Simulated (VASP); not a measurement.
Runs of VASP 6.6.1 on Cd2Se3. The structure is that of space group Pm-3m (No. 221), or close to it. The cells are those of the table. The cell was generated, and may not be a known phase.

| task | level | cell | k mesh | cutoff (eV) | gap on the mesh (eV) | pressure (GPa) |
| --- | --- | --- | --- | --- | --- | --- |
| single point | PBE | a = 5.235 Å, 5 atoms | 8 × 8 × 8 | 520 | none | 0.3 |
| relaxation of cell and atoms | PBE | relaxed from a = 5.117 Å, 5 atoms | 4 × 4 × 4 | 600 | none | 0.0 |
| single point | PBE | a = 5.117 Å, 5 atoms | 4 × 4 × 4 | 520 | none | 3.9 |
| single point | r2SCAN | a = 5.235 Å, 5 atoms | 8 × 8 × 8 | 520 | none | (a) |
| single point | PBE | a = 5.243 Å, 5 atoms | 4 × 4 × 4 | 520 | none | 0.5 |
| relaxation of cell and atoms | PBE | relaxed from a = 5.243 Å, 5 atoms | 8 × 8 × 8 | 600 | none | 0.0 |

Alike in all rows: potentials or basis VASP PAW PBE potentials, release 64 (Cd, Se); no spin polarisation; smearing gaussian 0.1 eV.

Question: Fill in the values left out.

Answer: (a) -1.0.

Caveats: the cell stands under pressure (at least some runs); the PAW data sets were made with another functional, which shifts forces and pressure a little (at least some runs); the relaxation stopped at its first step, so nothing moved (at least some runs).

A k mesh can miss the band edges, and the runs leave out spin-orbit coupling on Cd, Se.

A gap of «none» marks levels without a gap at the run's occupations.
